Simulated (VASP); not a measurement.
# BiS (P6/mmm) in VASP: a series of runs

BiS is run at these levels: PBE; tasks: relaxation of cell and atoms, single point.

Program: VASP 6.6.1. These are calculated values, not measurements. Logs are shortened: lines on timing, memory, paths and dates and some standing lists are left out, and cuts for length are marked.

**1. The cell of the first run**

The structure is hexagonal, space group P6/mmm (No. 191). Conventional cell: a = 4.985 Å, b = 4.985 Å, c = 5.092 Å, α = 90.00°, β = 90.00°, γ = 120.00°. Bi (site symmetry 6/mmm) has 2 S at 2.55 Å within 3.4 Å. Within 3.4 Å of S (site symmetry 6/mmm) lie 2 Bi at 2.55 Å.

The cell was built from a structure type or drawn by symmetry, and may not be a known phase.

**2. Relaxation of cell and atoms, PBE**

File INCAR:

```
SYSTEM = BiS
PREC = Accurate ; ENCUT = 600
EDIFF = 1E-7 ; ISMEAR = 0
SIGMA = 0.1 ; LREAL = .False.
LASPH = .True. ; NELM = 60
ALGO = Normal ; ISIF = 3
LWAVE = .False. ; LCHARG = .False.
GGA = PE ; IBRION = 2
NSW = 90 ; EDIFFG = -0.04
```

File KPOINTS:

```
Automatic mesh
0
Gamma
  6 6 4
  0 0 0
```

File POSCAR:

```
BiS
1.0
    4.9848197800      0.0000000000      0.0000000000
   -2.4924098900      4.3169805600      0.0000000000
    0.0000000000      0.0000000000      5.0922589700
Bi S
1 1
Direct
    0.0000000000      0.0000000000      0.0000000000
    0.0000000000      0.0000000000      0.5000000000
```

Potentials or basis: VASP PAW PBE potentials, release 64 (Bi_d, S).

The run is started by

```sh
cat potpaw_PBE.64/Bi_d/POTCAR potpaw_PBE.64/S/POTCAR > POTCAR
mpirun -np 1 vasp_std > vasp.out
```

OUTCAR:

```text
SYSTEM = BiS
   PREC = Accurate
   ENCUT = 600
   EDIFF = 1E-7
   ISMEAR = 0
   LREAL = .False.
   LASPH = .True.
   NELM = 60
   ISIF = 3
   GGA = PE
   IBRION = 2
   NSW = 90
   EDIFFG = -0.04

 ion  position               nearest neighbor table
   1  0.000  0.000  0.000-   2 2.55   2 2.55
   2  0.000  0.000  0.500-   1 2.55   1 2.55

  LATTYP: Found a hexagonal cell.
 ALAT       =     4.9848197800
 C/A-ratio  =     1.0215532747

  Lattice vectors:

 A1 = (   4.9848197800,   0.0000000000,   0.0000000000)
 A2 = (  -2.4924098900,   4.3169805600,   0.0000000000)
 A3 = (   0.0000000000,   0.0000000000,   5.0922589700)

Analysis of symmetry for initial positions (statically):
=====================================================================
 Subroutine PRICEL returns:
 Original cell was already a primitive cell.

 Routine SETGRP: Setting up the symmetry group for a
 hexagonal supercell.

 Subroutine GETGRP returns: Found 24 space group operations
 (whereof 24 operations were pure point group operations)
 out of a pool of 24 trial point group operations.

The static configuration has the point symmetry D_6h.

Analysis of symmetry for dynamics (positions and initial velocities):
=====================================================================
 Subroutine PRICEL returns:
 Original cell was already a primitive cell.

 Routine SETGRP: Setting up the symmetry group for a
 hexagonal supercell.

 Subroutine GETGRP returns: Found 24 space group operations
 (whereof 24 operations were pure point group operations)
 out of a pool of 24 trial point group operations.

The dynamic configuration has the point symmetry D_6h.

 Subroutine INISYM returns: Found 24 space group operations
 (whereof 24 operations are pure point group operations),
 and found     1 'primitive' translations

----------------------------------------------------------------------------------------

                                     Primitive cell

  volume of cell :     109.5822

  direct lattice vectors                    reciprocal lattice vectors
     4.984819780  0.000000000  0.000000000     0.200609058  0.115821694  0.000000000
    -2.492409890  4.316980560  0.000000000     0.000000000  0.231643387  0.000000000
     0.000000000  0.000000000  5.092258970     0.000000000  0.000000000  0.196376501

  length of vectors
     4.984819780  4.984819778  5.092258970     0.231643387  0.231643387  0.196376501

  position of ions in fractional coordinates (direct lattice)
     0.000000000  0.000000000  0.000000000
     0.000000000  0.000000000  0.500000000

  ion indices of the primitive-cell ions
   primitive index   ion index
                 1           1
                 2           2

----------------------------------------------------------------------------------------

 KPOINTS: Automatic mesh

Automatic generation of k-mesh.
 Grid dimensions read from file:
 generate k-points for:    6    6    4

 Generating k-lattice:

  Cartesian coordinates                     Fractional coordinates (reciprocal lattice)
     0.033434843  0.019303616  0.000000000     0.166666667  0.000000000  0.000000000
     0.000000000  0.038607231  0.000000000     0.000000000  0.166666667  0.000000000
     0.000000000  0.000000000  0.049094125     0.000000000  0.000000000  0.250000000

  Length of vectors
     0.038607231  0.038607231  0.049094125

  Shift w.r.t. Gamma in fractional coordinates (k-lattice)
     0.000000000  0.000000000  0.000000000

 Subroutine IBZKPT returns following result:
 ===========================================

 Found     21 irreducible k-points:

 Following reciprocal coordinates:
            Coordinates               Weight
  0.000000  0.000000  0.000000      1.000000
  0.166667  0.000000  0.000000      6.000000
  0.333333 -0.000000  0.000000      6.000000
  0.500000  0.000000  0.000000      3.000000
  0.166667  0.166667  0.000000      6.000000
  0.333333  0.166667  0.000000     12.000000
[... 13 lines left out ...]
  0.333333  0.166667  0.500000     12.000000
  0.333333  0.333333  0.500000      2.000000
   k-points           NKPTS =     21   k-points in BZ     NKDIM =     21   number of bands    NBANDS=     14
   number of dos      NEDOS =    301   number of ions     NIONS =      2
   total plane-waves  NPLWV =  67200
   dimension x,y,z NGX =    40 NGY =   40 NGZ =   42
   dimension x,y,z NGXF=    80 NGYF=   80 NGZF=   84
   ions per type =               1   1
   NGX,Y,Z   is equivalent  to a cutoff of  13.34, 13.34, 13.71 a.u.
   NGXF,Y,Z  is equivalent  to a cutoff of  26.68, 26.68, 27.42 a.u.
 SYSTEM =  BiS
   PREC   = accura    normal or accurate (medium, high low for compatibility)
   ISTART =      0    job   : 0-new  1-cont  2-samecut
   ICHARG =      2    charge: 1-file 2-atom 10-const
   ISPIN  =      1    spin polarized calculation?
   LNONCOLLINEAR =      F non collinear calculations
   LSORBIT =      F    spin-orbit coupling
   LASPH  =      T    aspherical Exc in radial PAW
   ENCUT  =  600.0 eV  44.10 Ry    6.64 a.u.   9.96  9.96 10.17*2*pi/ulx,y,z
   NELM   =     60;   NELMIN=  2; NELMDL= -5     # of ELM steps
   EDIFF  = 0.1E-06   stopping-criterion for ELM
   LREAL  =      F    real-space projection
   EDIFFG = -.4E-01   stopping-criterion for IOM
   NSW    =     90    number of steps for IOM
   IBRION =      2    ionic relax: 0-MD 1-quasi-New 2-CG
   NFREE  =      1    steps in history (QN), initial steepest desc. (CG)
   ISIF   =      3    stress and relaxation
   ISYM   =      2    0-nonsym 1-usesym 2-fastsym
   POTIM  = 0.5000    time-step for ionic-motion
   TEBEG  =    0.0;   TEEND  =   0.0 temperature during run
   PSTRESS=    0.0 pullay stress
   NELECT =      21.0000    total number of electrons
   NUPDOWN=      -1.0000    fix difference up-down
   EMIN   =  10.00;   EMAX   =-10.00  energy-range for DOS
   EFERMI =   0.00;   METHOD = LEGACY
   ISMEAR =     0;   SIGMA  =   0.10  broadening in eV -4-tet -1-fermi 0-gaus
   EFERMI_NEDOS =   21; number of points for ismear=-14 and -15
   IALGO  =     38    algorithm
   IMIX   =      4    mixing-type and parameters
     AMIX     =   0.40;   BMIX     =  1.00
     AMIX_MAG =   1.60;   BMIX_MAG =  1.00
  volume/ion in A,a.u.               =      54.79       369.75
  Fermi-wavevector in a.u.,A,eV,Ry     =   0.943846  1.783611 12.120692  0.890846
  Thomas-Fermi vector in A             =   2.071593
   LORBIT       =      0    0 simple, 1 ext, 2 COOP (PROOUT), +10 PAW based schemes
   GGA     = PE    functional components
   LHFCALC =     F    Hartree Fock is set to
   AEXX    =    0.0000 exact exchange contribution
   IVDW    =     0    specifies the selected vdW correction
   LEPSILON=     F    determine dielectric tensor
   LRPA    =     F    only Hartree local field effects (RPA)
 conjugate gradient relaxation of ions
 non-spin polarized calculation
 Gauss-broadening in eV      SIGMA  =   0.10
  energy-cutoff  :      600.00
  volume of cell :      109.58
 maximum number of plane-waves:      3684
 NGX is ok and might be reduce to    40
   NGX = 19   NGY = 19   NGZ = 21

--------------------------------------- Ionic step        1  -------------------------------------------

 number of electron      21.0000001 magnetization

 Free energy of the ion-electron system (eV)
  ---------------------------------------------------
  ext. energy  EPLUGINS =         0.00000000
  ---------------------------------------------------
  free energy    TOTEN  =        -6.56582168 eV

  energy without entropy =       -6.53629721  energy(sigma->0) =       -6.55105945

------------------------ aborting loop because EDIFF is reached ----------------------------------------

  FORCE on cell =-STRESS in cart. coord.  units (eV):
  Direction    XX          YY          ZZ          XY          YZ          ZX
  --------------------------------------------------------------------------------------
  -------------------------------------------------------------------------------------
  Total       -0.6225905     -0.6225905      0.9118866      0.0000000      0.0000000     -0.0000000
  in kB       -9.1027588     -9.1027587     13.3324941      0.0000000      0.0000000     -0.0000000
  external PRESSURE =      -1.6243411 kB  Pullay stress =       0.0000000 kB
[... 89 lines left out ...]
  FREE ENERGIE OF THE ION-ELECTRON SYSTEM (eV)
  ---------------------------------------------------
  free  energy   TOTEN  =        -6.5875055089 eV

  energy  without entropy=       -6.5645314955  energy(sigma->0) =       -6.57601850

 E-fermi :  16.8019     XC(G=0): -13.1377

 val. band max:       16.7877363695   @ k =   0.1667   0.1667   0.2500
 cond. band min:      16.8177321675   @ k =   0.1667   0.1667   0.5000
 fundamental gap:      0.0299957980
 Fermi energy:        16.8019123186

 k-point     1 :       0.0000    0.0000    0.0000
  band No.  band energies     occupation
      1     -11.7739      2.00000
      2     -10.4888      2.00000
      3     -10.4888      2.00000
      4      -7.8686      2.00000
      5      -7.8686      2.00000
      6      -4.6934      2.00000
      7      -1.6308      2.00000
      8       5.3064      2.00000
      9      13.7734      2.00000
     10      20.9936      0.00000
     11      23.2918      0.00000
     12      23.2918      0.00000
     13      23.3607      0.00000
     14      30.4359      0.00000
[... 326 lines left out ...]
      1      -9.7897      2.00000
      2      -9.7897      2.00000
      3      -9.4160      2.00000
      4      -9.4160      2.00000
      5      -8.0865      2.00000
      6       6.0508      2.00000
      7       8.7222      2.00000
      8       9.4314      2.00000
      9       9.4314      2.00000
     10      11.4518      2.00000
     11      11.4518      2.00000
     12      16.3088      2.00000
     13      20.0507      0.00000
     14      22.6343      0.00000

 E-fermi :   8.5511     XC(G=0): -10.7975

 val. band max:        8.5100190527   @ k =   0.1667   0.1667   0.2500
 cond. band min:       8.5567554819   @ k =   0.5000   0.0000   0.2500
 fundamental gap:      0.0467364292
 Fermi energy:         8.5511121134

 k-point     1 :       0.0000    0.0000    0.0000
  band No.  band energies     occupation
      1     -15.2545      2.00000
      2     -15.2472      2.00000
      3     -15.2472      2.00000
      4     -14.8151      2.00000
      5     -14.8151      2.00000
      6      -7.1809      2.00000
      7      -4.0483      2.00000
      8       1.6119      2.00000
      9      10.1429      0.00000
     10      10.1429      0.00000
     11      11.0480      0.00000
     12      17.2927      0.00000
     13      17.2927      0.00000
     14      17.5058      0.00000
[... 326 lines left out ...]
      1     -15.0224      2.00000
      2     -15.0224      2.00000
      3     -15.0123      2.00000
      4     -15.0123      2.00000
      5     -14.8357      2.00000
      6      -2.9521      2.00000
      7      -1.0910      2.00000
      8       4.6119      2.00000
      9       4.6119      2.00000
     10       5.0020      2.00000
     11       5.0020      2.00000
     12       7.9871      2.00000
     13      10.7604      0.00000
     14      16.5905      0.00000

 E-fermi :   4.3534     XC(G=0):  -9.2721

 val. band max:        4.3467212693   @ k =   0.1667   0.1667   0.2500
 cond. band min:       4.4439594940   @ k =   0.3333  -0.0000   0.5000
 fundamental gap:      0.0972382247
 Fermi energy:         4.3534103163

 k-point     1 :       0.0000    0.0000    0.0000
  band No.  band energies     occupation
      1     -18.5591      2.00000
      2     -18.5225      2.00000
      3     -18.5225      2.00000
      4     -18.4495      2.00000
      5     -18.4495      2.00000
      6      -8.8316      2.00000
      7      -5.6239      2.00000
      8      -0.5897      2.00000
      9       4.7701      0.00000
     10       4.7701      0.00000
     11       9.1802      0.00000
     12       9.4228      0.00000
     13       9.4228      0.00000
     14      10.7476      0.00000
[... 326 lines left out ...]
      1     -18.4853      2.00000
      2     -18.4853      2.00000
      3     -18.4767      2.00000
      4     -18.4636      2.00000
      5     -18.4636      2.00000
      6      -6.8402      2.00000
      7      -5.5488      2.00000
      8       2.2928      2.00000
      9       2.2928      2.00000
     10       2.5414      2.00000
     11       2.5414      2.00000
     12       4.3384      1.16852
     13       6.6562      0.00000
     14      14.0826      0.00000

[... ionic steps 4 to 14 ...]

--------------------------------------- Ionic step       15  -------------------------------------------

 number of electron      20.9999998 magnetization

------------------------ aborting loop because EDIFF is reached ----------------------------------------
[... 67 lines left out ...]
--------------------------------------- Ionic step       17  -------------------------------------------

 number of electron      20.9999997 magnetization

 Free energy of the ion-electron system (eV)
  ---------------------------------------------------
  ext. energy  EPLUGINS =         0.00000000
  ---------------------------------------------------
  free energy    TOTEN  =        -7.22890213 eV

  energy without entropy =       -7.21733368  energy(sigma->0) =       -7.22311791

 E-fermi :   5.1471     XC(G=0):  -9.6095

 val. band max:        5.1147105487   @ k =   0.3333   0.3333   0.5000
 cond. band min:       5.2872750655   @ k =   0.3333  -0.0000   0.5000
 fundamental gap:      0.1725645168
 Fermi energy:         5.1471224572

 k-point     1 :       0.0000    0.0000    0.0000
  band No.  band energies     occupation
      1     -17.8359      2.00000
      2     -17.7920      2.00000
      3     -17.7920      2.00000
      4     -17.6895      2.00000
      5     -17.6895      2.00000
      6      -8.4414      2.00000
      7      -5.1542      2.00000
      8      -0.1439      2.00000
      9       5.7355      0.00000
     10       5.7355      0.00000
     11       9.7943      0.00000
     12      10.8542      0.00000
     13      10.8542      0.00000
     14      11.9924      0.00000
[... 367 lines left out ...]
  FREE ENERGIE OF THE ION-ELECTRON SYSTEM (eV)
  ---------------------------------------------------
  free  energy   TOTEN  =        -7.2289021349 eV

  energy  without entropy=       -7.2173336832  energy(sigma->0) =       -7.22311791

 reached required accuracy - stopping structural energy minimisation
```

It took 7.5 min on 1 thread of Intel Xeon Platinum 8259CL at 2.50GHz (Skylake/Cascade Lake), shared host; peak memory 0.3 GiB.

What came out:

```yaml
Free_energy: -7.2289 eV
Relaxed_volume: 27.86 Å³/atom
Relaxed_cell: a = 3.442 Å, b = 3.442 Å, c = 5.432 Å, α = 90.00°, β = 90.00°, γ = 120.00°
Space_group_after_relaxing_to_0.1_Å: P6/mmm (No. 191)
Pressure_after_relaxing: -0.1 GPa
Band_gap_on_the_k_mesh: zero (an odd number of electrons rules out a gap without spin polarisation)
```

Final structure:
```xyz
2
Lattice="3.4418 0.0000 0.0000 -1.7209 2.9807 0.0000 0.0000 0.0000 5.4317" Properties=species:S:1:pos:R:3 pbc="T T T"
Bi   -1.7209    2.9807    0.0000
S     3.4418    0.0000    2.7159
```

Caveat: the volume moved by over 15 % at a fixed basis, so the end points are rough; spin-orbit coupling is left out, which moves the levels of the heavy elements.

**3. Single point, PBE**

This run uses another cell than the first one, of 27.57 Å³/atom.

File INCAR:

```
  ALGO = Normal
  EDIFF = 1E-7
  ENCUT = 520
  GGA = PE
  ISIF = 2
  ISMEAR = 0
  LASPH = True
  LCHARG = True
  LELF = True
  LREAL = False
  LVHAR = True
  LWAVE = False
  NBANDS = 18
  NELM = 100
  PREC = Accurate
  SIGMA = 0.1
```

File KPOINTS:

```
k-points
0
Gamma
  18 18 12
```

File POSCAR:

```
BiS
1.0
    3.4242383815      0.0000000000      0.0000000000
   -1.7121191908      2.9654774270      0.0000000000
    0.0000000000      0.0000000000      5.4301948299
Bi S
1 1
Direct
    0.0000000000      0.0000000000      0.0000000000
    0.0000000000      0.0000000000      0.5000000000
```

Potentials or basis: VASP PAW PBE potentials, release 64 (Bi_d, S).

The run is started by

```sh
cat potpaw_PBE.64/Bi_d/POTCAR potpaw_PBE.64/S/POTCAR > POTCAR
mpirun -np 1 vasp_std > vasp.out
```

Wall time 3.1 min (1 thread of Intel Xeon Platinum 8259CL at 2.50GHz (Skylake/Cascade Lake), shared host); peak memory 0.36 GiB.

The run converged. Its results:

* Free energy: -7.2816 eV
* Pressure: -0.1 GPa
* Band gap on the k mesh: zero (an odd number of electrons rules out a gap without spin polarisation)

Levels at points of the mesh, in eV from the Fermi level:
```csv
k point,band 8,band 9,band 10,band 11,band 12,band 13,band 14,band 15
"(0.00, 0.00, 0.00)",-5.36,0.57,0.57,4.60,5.84,5.84,6.91,10.35
"(0.50, 0.00, 0.00)",-4.73,-4.00,-1.79,-0.45,3.16,4.48,5.98,6.60
"(0.00, 0.00, 0.50)",-1.26,-0.26,0.78,0.78,5.10,5.10,7.30,9.25
"(0.50, 0.00, 0.50)",-4.01,-3.11,-0.24,-0.09,1.97,2.33,7.08,7.10
```

Caveat: spin-orbit coupling is left out, which moves the levels of the heavy elements.

(Part 1 of 2 ends here.)
